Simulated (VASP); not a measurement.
# Pd in VASP: a series of runs

Pd is run at these levels: PBE; tasks: single point.

All numbers are computed with VASP 6.6.1; they aren't measurements. Logs are shortened: lines on timing, memory, paths and dates and some standing lists are left out, and cuts for length are marked.

## 1. The cell of the first run

The cell holds a slab with vacuum, 5 atoms: a = 2.789 Å, b = 2.789 Å, c = 29.796 Å, α = 90.00°, β = 90.00°, γ = 90.00°.

## 2. Single point, PBE

INCAR

```
SYSTEM = Pd
  PREC = Accurate
  ENCUT = 520
  EDIFF = 1E-6
  ISMEAR = -1
  SIGMA = 0.05
  LREAL = .False.
  LASPH = .True.
  NELM = 100
  ALGO = Normal
  ISIF = 2
  LWAVE = .False.
  LCHARG = .False.
  LDIPOL = .True.
  IDIPOL = 3
  DIPOL = 0.5 0.5 0.500
  GGA = PE
  NBANDS = 33
```

KPOINTS

```
Automatic mesh
0
Gamma
  12 12 1
  0 0 0
```

POSCAR

```
Pd
1.0
    2.7888697457      0.0000000000      0.0000000000
    0.0000000000      2.7888697457      0.0000000000
    0.0000000000      0.0000000000     29.7964000000
Pd
5
Direct
    0.0000000000      0.0000000000      0.3691717793
    0.5000000000      0.5000000000      0.4342943134
    0.0000000000      0.0000000000      0.5000000002
    0.5000000000      0.5000000000      0.5657056872
    0.0000000000      0.0000000000      0.6308282207
```

Potentials or basis: VASP PAW PBE potentials, release 64 (Pd).

Command:

```bash
> cat potpaw_PBE.64/Pd/POTCAR > POTCAR
> mpirun -np 1 vasp_std > vasp.out
```

OUTCAR:

```text
SYSTEM = Pd
   PREC = Accurate
   ENCUT = 520
   EDIFF = 1E-6
   ISMEAR = -1
   LREAL = .False.
   LASPH = .True.
   NELM = 100
   ISIF = 2
   GGA = PE

 ion  position               nearest neighbor table
   1  0.000  0.000  0.369-   2 2.77   2 2.77   2 2.77   2 2.77
   2  0.500  0.500  0.434-   1 2.77   1 2.77   1 2.77   1 2.77   3 2.78   3 2.78   3 2.78   3 2.78

   3  0.000  0.000  0.500-   2 2.78   2 2.78   2 2.78   2 2.78   4 2.78   4 2.78   4 2.78   4 2.78

   4  0.500  0.500  0.566-   5 2.77   5 2.77   5 2.77   5 2.77   3 2.78   3 2.78   3 2.78   3 2.78

   5  0.000  0.000  0.631-   4 2.77   4 2.77   4 2.77   4 2.77

  LATTYP: Found a simple tetragonal cell.
 ALAT       =     2.7888697457
 C/A-ratio  =    10.6840414637

  Lattice vectors:

 A1 = (   2.7888697457,   0.0000000000,   0.0000000000)
 A2 = (   0.0000000000,   2.7888697457,   0.0000000000)
 A3 = (   0.0000000000,   0.0000000000,  29.7964000000)

Analysis of symmetry for initial positions (statically):
=====================================================================
 Subroutine PRICEL returns:
 Original cell was already a primitive cell.

 Routine SETGRP: Setting up the symmetry group for a
 simple tetragonal supercell.

 Subroutine GETGRP returns: Found 16 space group operations
 (whereof 16 operations were pure point group operations)
 out of a pool of 16 trial point group operations.

The static configuration has the point symmetry D_4h.

Analysis of symmetry for dynamics (positions and initial velocities):
=====================================================================
 Subroutine PRICEL returns:
 Original cell was already a primitive cell.

 Routine SETGRP: Setting up the symmetry group for a
 simple tetragonal supercell.

 Subroutine GETGRP returns: Found 16 space group operations
 (whereof 16 operations were pure point group operations)
 out of a pool of 16 trial point group operations.

The dynamic configuration has the point symmetry D_4h.

 Subroutine INISYM returns: Found 16 space group operations
 (whereof 16 operations are pure point group operations),
 and found     1 'primitive' translations

----------------------------------------------------------------------------------------

                                     Primitive cell

  volume of cell :     231.7503

  direct lattice vectors                    reciprocal lattice vectors
     2.788869746  0.000000000  0.000000000     0.358568198  0.000000000  0.000000000
     0.000000000  2.788869746  0.000000000     0.000000000  0.358568198  0.000000000
     0.000000000  0.000000000 29.796400000     0.000000000  0.000000000  0.033561101

  length of vectors
     2.788869746  2.788869746 29.796400000     0.358568198  0.358568198  0.033561101

  position of ions in fractional coordinates (direct lattice)
     0.000000000  0.000000000  0.369171779
     0.500000000  0.500000000  0.434294313
     0.000000000  0.000000000  0.500000000
     0.500000000  0.500000000  0.565705687
     0.000000000  0.000000000  0.630828221

  ion indices of the primitive-cell ions
   primitive index   ion index
                 1           1
                 2           2
                 3           3
                 4           4
                 5           5

----------------------------------------------------------------------------------------

 KPOINTS: Automatic mesh

Automatic generation of k-mesh.
 Grid dimensions read from file:
 generate k-points for:   12   12    1

 Generating k-lattice:

  Cartesian coordinates                     Fractional coordinates (reciprocal lattice)
     0.029880683  0.000000000  0.000000000     0.083333333  0.000000000  0.000000000
     0.000000000  0.029880683  0.000000000     0.000000000  0.083333333  0.000000000
     0.000000000  0.000000000  0.033561101     0.000000000  0.000000000  1.000000000

  Length of vectors
     0.029880683  0.029880683  0.033561101

  Shift w.r.t. Gamma in fractional coordinates (k-lattice)
     0.000000000  0.000000000  0.000000000

 Subroutine IBZKPT returns following result:
 ===========================================

 Found     28 irreducible k-points:

 Following reciprocal coordinates:
            Coordinates               Weight
  0.000000  0.000000  0.000000      1.000000
  0.083333  0.000000  0.000000      4.000000
  0.166667  0.000000  0.000000      4.000000
  0.250000  0.000000  0.000000      4.000000
  0.333333  0.000000  0.000000      4.000000
  0.416667  0.000000  0.000000      4.000000
[... 16 lines left out ...]
  0.333333  0.333333  0.000000      4.000000
  0.416667  0.333333  0.000000      8.000000
 [... further k-points ...]
   k-points           NKPTS =     28   k-points in BZ     NKDIM =     28   number of bands    NBANDS=     33
   number of dos      NEDOS =    301   number of ions     NIONS =      5
   total plane-waves  NPLWV = 129024
   dimension x,y,z NGX =    24 NGY =   24 NGZ =  224
   dimension x,y,z NGXF=    48 NGYF=   48 NGZF=  448
   ions per type =               5
   NGX,Y,Z   is equivalent  to a cutoff of  14.31, 14.31, 12.50 a.u.
   NGXF,Y,Z  is equivalent  to a cutoff of  28.61, 28.61, 25.00 a.u.
 SYSTEM =  Pd
   PREC   = accura    normal or accurate (medium, high low for compatibility)
   ISTART =      0    job   : 0-new  1-cont  2-samecut
   ICHARG =      2    charge: 1-file 2-atom 10-const
   ISPIN  =      1    spin polarized calculation?
   LNONCOLLINEAR =      F non collinear calculations
   LSORBIT =      F    spin-orbit coupling
   LASPH  =      T    aspherical Exc in radial PAW
   ENCUT  =  520.0 eV  38.22 Ry    6.18 a.u.   5.19  5.19 55.40*2*pi/ulx,y,z
   NELM   =    100;   NELMIN=  2; NELMDL= -5     # of ELM steps
   EDIFF  = 0.1E-05   stopping-criterion for ELM
   LREAL  =      F    real-space projection
   EDIFFG = 0.1E-04   stopping-criterion for IOM
   NSW    =      0    number of steps for IOM
   IBRION =     -1    ionic relax: 0-MD 1-quasi-New 2-CG
   NFREE  =      0    steps in history (QN), initial steepest desc. (CG)
   ISIF   =      2    stress and relaxation
   ISYM   =      2    0-nonsym 1-usesym 2-fastsym
   POTIM  = 0.5000    time-step for ionic-motion
   TEBEG  =    0.0;   TEEND  =   0.0 temperature during run
   PSTRESS=    0.0 pullay stress
   NELECT =      50.0000    total number of electrons
   NUPDOWN=      -1.0000    fix difference up-down
   EMIN   =  10.00;   EMAX   =-10.00  energy-range for DOS
   EFERMI =   0.00;   METHOD = LEGACY
   ISMEAR =    -1;   SIGMA  =   0.05  broadening in eV -4-tet -1-fermi 0-gaus
   EFERMI_NEDOS =   21; number of points for ismear=-14 and -15
   IALGO  =     38    algorithm
   IMIX   =      4    mixing-type and parameters
     AMIX     =   0.40;   BMIX     =  1.00
     AMIX_MAG =   1.60;   BMIX_MAG =  1.00
  volume/ion in A,a.u.               =      46.35       312.79
  Fermi-wavevector in a.u.,A,eV,Ry     =   0.981879  1.855483 13.117198  0.964087
  Thomas-Fermi vector in A             =   2.112919
   LORBIT       =      0    0 simple, 1 ext, 2 COOP (PROOUT), +10 PAW based schemes
   GGA     = PE    functional components
   LHFCALC =     F    Hartree Fock is set to
   AEXX    =    0.0000 exact exchange contribution
   IVDW    =     0    specifies the selected vdW correction
   LEPSILON=     F    determine dielectric tensor
   LRPA    =     F    only Hartree local field effects (RPA)
 non-spin polarized calculation
  energy-cutoff  :      520.00
  volume of cell :      231.75
 maximum number of plane-waves:      6287
 NGX is ok and might be reduce to    24
   NGX = 11   NGY = 11   NGZ =111

 dipolmoment           0.000000      0.000000      0.000000 electrons x Angstroem

 number of electron      50.0000022 magnetization

 dipolmoment           0.000000      0.000000     -0.000000 electrons x Angstroem

 Free energy of the ion-electron system (eV)
  ---------------------------------------------------
  ext. energy  EPLUGINS =         0.00000000
  ---------------------------------------------------
  free energy    TOTEN  =       -24.65598210 eV

  energy without entropy =      -24.55737120  energy(sigma->0) =      -24.60667665

 E-fermi :  -0.3931     XC(G=0):  -4.8966

 val. band max:       -0.3943343868   @ k =   0.5000   0.3333   0.0000
 cond. band min:      -0.3902215893   @ k =   0.0000   0.0000   0.0000
 fundamental gap:      0.0041127976
 Fermi energy:        -0.3930633484

 k-point     1 :       0.0000    0.0000    0.0000
  band No.  band energies     occupation
      1      -6.8659      2.00000
      2      -5.8021      2.00000
      3      -5.3273      2.00000
      4      -5.0715      2.00000
      5      -4.7226      2.00000
      6      -4.6675      2.00000
[... 25 lines left out ...]
     32       4.5857      0.00000
     33       4.8222      0.00000

 k-point     2 :       0.0833    0.0000    0.0000
  band No.  band energies     occupation
      1      -6.7104      2.00000
      2      -5.6700      2.00000
      3      -5.2281      2.00000
      4      -4.9773      2.00000
      5      -4.6370      2.00000
      6      -4.5614      2.00000
[... 25 lines left out ...]
     32       4.7220      0.00000
     33       4.9743      0.00000
[... 754 lines left out ...]
     32       8.0179      0.00000
     33       8.2472      0.00000

 k-point    24 :       0.4167    0.3333    0.0000
  band No.  band energies     occupation
      1      -4.8858      2.00000
      2      -4.8286      2.00000
      3      -4.7382      2.00000
      4      -4.6945      2.00000
      5      -4.2530      2.00000
      6      -4.2020      2.00000
[... 25 lines left out ...]
     32       7.6543      0.00000
     33       8.3093      0.00000

 [... further k-points ...]

------------------------ aborting loop because EDIFF is reached ----------------------------------------

 vacuum level on the upper side and lower side of the slab       (xc-potential included)        -0.133        -0.133

  FORCE on cell =-STRESS in cart. coord.  units (eV):
  Direction    XX          YY          ZZ          XY          YZ          ZX
  --------------------------------------------------------------------------------------
  -------------------------------------------------------------------------------------
  Total       -1.9725693     -1.9725693     -0.1757186      0.0000000      0.0000000      0.0000000
  in kB      -13.6371176    -13.6371176     -1.2148091      0.0000000      0.0000000      0.0000000
  external PRESSURE =      -9.4963481 kB  Pullay stress =       0.0000000 kB

 VOLUME and BASIS-vectors are now :
 -----------------------------------------------------------------------------
  energy-cutoff  :      520.00
  volume of cell :      231.75
      direct lattice vectors                 reciprocal lattice vectors
     2.788869746  0.000000000  0.000000000     0.358568198  0.000000000  0.000000000
     0.000000000  2.788869746  0.000000000     0.000000000  0.358568198  0.000000000
     0.000000000  0.000000000 29.796400000     0.000000000  0.000000000  0.033561101

 POSITION                                       TOTAL-FORCE (eV/Angst)
 -----------------------------------------------------------------------------------
      0.00000      0.00000     10.99999         0.000000      0.000000      0.012224
      1.39443      1.39443     12.94041         0.000000      0.000000      0.000567
      0.00000      0.00000     14.89820         0.000000      0.000000      0.000000
      1.39443      1.39443     16.85599         0.000000     -0.000000     -0.000567
      0.00000      0.00000     18.79641        -0.000000     -0.000000     -0.012224
 -----------------------------------------------------------------------------------
    total drift:                                0.000000      0.000000     -0.000022

  FREE ENERGIE OF THE ION-ELECTRON SYSTEM (eV)
  ---------------------------------------------------
  free  energy   TOTEN  =       -24.6559820985 eV

  energy  without entropy=      -24.5573712047  energy(sigma->0) =      -24.60667665

 vacuum level on the upper side and lower side of the slab         4.424         4.424
```

It took 9.2 min on 1 thread of Intel Xeon 8259CL, shared host; peak memory 0.44 GiB.

What came out:

- Free energy: -24.6560 eV
- Largest force: 0.012 eV/Å
- Band gap on the k mesh: zero (bands 25 and 26 overlap by 0.96 eV)

Forces in eV/Å, atoms in the order of the input:
```
Pd   0.000  0.000  0.012
Pd   0.000  0.000  0.001
Pd   0.000  0.000  0.000
Pd   0.000  0.000 -0.001
Pd   0.000  0.000 -0.012
```

## 3. Single point, PBE

This run uses another cell than the first one.

INCAR

```
SYSTEM = Pd
PREC = Accurate
ENCUT = 520
EDIFF = 1E-7
ISMEAR = -1
SIGMA = 0.05
LREAL = .False.
LASPH = .True.
NELM = 60
ALGO = Normal
ISIF = 2
LWAVE = .False.
LCHARG = .False.
LDIPOL = .True.
IDIPOL = 3
DIPOL = 0.5 0.5 0.500
GGA = PE
NBANDS = 33
```

KPOINTS

```
regular mesh
0
Gamma
  12 12 1
  0 0 0
```

POSCAR

```
Pd
1.0
    2.7888697457      0.0000000000      0.0000000000
    0.0000000000      2.7888697457      0.0000000000
    0.0000000000      0.0000000000     23.8881000000
Pd
5
Direct
    0.0000000000      0.0000000000      0.3348944699
    0.5000000000      0.5000000000      0.4174472347
    0.0000000000      0.0000000000      0.5000000000
    0.5000000000      0.5000000000      0.5825527653
    0.0000000000      0.0000000000      0.6651055301
```

Potentials or basis: VASP PAW PBE potentials, release 64 (Pd).

Command:

```bash
> cat potpaw_PBE.64/Pd/POTCAR > POTCAR
> mpirun -np 1 vasp_std > vasp.out
```

Wall time 5.7 min (1 thread of AMD EPYC 7R13 (Zen 3), shared host); peak memory 0.34 GiB.

It converged, with:

```yaml
Free_energy: -24.6480 eV
Largest_force: 0.159 eV/Å
Band_gap_on_the_k_mesh: zero (bands 25 and 26 overlap by 0.98 eV)
```

Forces in eV/Å, atoms in the order of the input:
```
Pd   0.000  0.000  0.159
Pd   0.000  0.000 -0.080
Pd   0.000  0.000  0.000
Pd   0.000  0.000  0.080
Pd   0.000  0.000 -0.159
```

Levels at points of the mesh, in eV from the Fermi level:
| k point | band 22 | band 23 | band 24 | band 25 | band 26 | band 27 | band 28 | band 29 |
| --- | --- | --- | --- | --- | --- | --- | --- | --- |
| (0.00, 0.00, 0.00) | -0.40 | -0.29 | -0.29 | -0.21 | -0.07 | 0.01 | 0.16 | 0.16 |
| (0.50, 0.00, 0.00) | -0.29 | -0.16 | -0.15 | -0.03 | 1.55 | 1.87 | 2.19 | 2.23 |
| (0.50, 0.50, 0.00) | 0.31 | 0.31 | 0.62 | 0.62 | 4.18 | 4.18 | 5.99 | 5.99 |

The gap in the log of VASP goes by the Fermi energy; the results here count the filled bands.